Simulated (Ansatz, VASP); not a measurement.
# KCl: VASP beside Ansatz

INCAR

```
SYSTEM = KCl
PREC = Accurate
ENCUT = 520
EDIFF = 1E-6
ISMEAR = 0
SIGMA = 0.05
LREAL = .False.
LASPH = .True.
NELM = 60
ALGO = Normal
ISIF = 2
LWAVE = .False.
LCHARG = .True.
GGA = PS
LELF = .True.
LVHAR = .True.
NBANDS = 15
```

KPOINTS

```
regular mesh
0
Gamma
  6 6 6
  0 0 0
```

The input POSCAR:

```
KCl
1.0
    4.0311558000      0.0000000000      0.0000000000
    0.0000000000      4.0311558000      0.0000000000
    0.0000000000      0.0000000000      3.6472362000
K Cl
1 1
Direct
    0.0000000000      0.0000000000      0.0000000000
    0.5000000000      0.5000000000      0.5000000000
```

Input for Ansatz:

```yaml
crystal:
  lattice:
    - [4.0311558, 0.0, 0.0]
    - [0.0, 4.0311558, 0.0]
    - [0.0, 0.0, 3.6472362]
  atoms:
    - { symbol: K, position: [0.0, 0.0, 0.0] }
    - { symbol: Cl, position: [0.5, 0.5, 0.5] }
basis:
  ecutwfc: 420
kpoints:
  mp_grid: { grid: [6, 6, 6] }
hamiltonian:
  xc: pbesol
scf:
  occupations: { method: gaussian, width: 0.05 }
output:
  forces: true
  stress: true
  eigenvalues: true
```

Change from the starting cell: strain +0.050 along x and y, -0.050 along z, atoms carried along.

Alike in both runs: task single point; functional PBEsol; k mesh 6 × 6 × 6; occupations gaussian, width 0.05 eV; no spin polarisation.

|  | VASP | Ansatz |
| --- | --- | --- |
| version | VASP 6.6.1 | Ansatz 0.2.0 |
| potentials or method | VASP PAW PBE potentials, release 64 (K_sv, Cl), cutoff 520 eV | scalar-relativistic, plane waves, PAW |
| valence electrons in the cell | 16 | 16 |

```tsv
	VASP	Ansatz	Ansatz less VASP
gap on the k mesh at the Fermi level (eV)	4.03	4.04	+0.002
least direct gap on the mesh (eV)	4.17	4.17	+0.001
pressure (GPa)	-2.0	-2.0	0.00
traceless stress, the component that is largest in VASP (GPa)	2.69	2.70	+0.005
```

VASP's potentials were made for PBE, not for PBEsol. With one functional, cell and mesh, what is left measures potentials, basis and numerics.
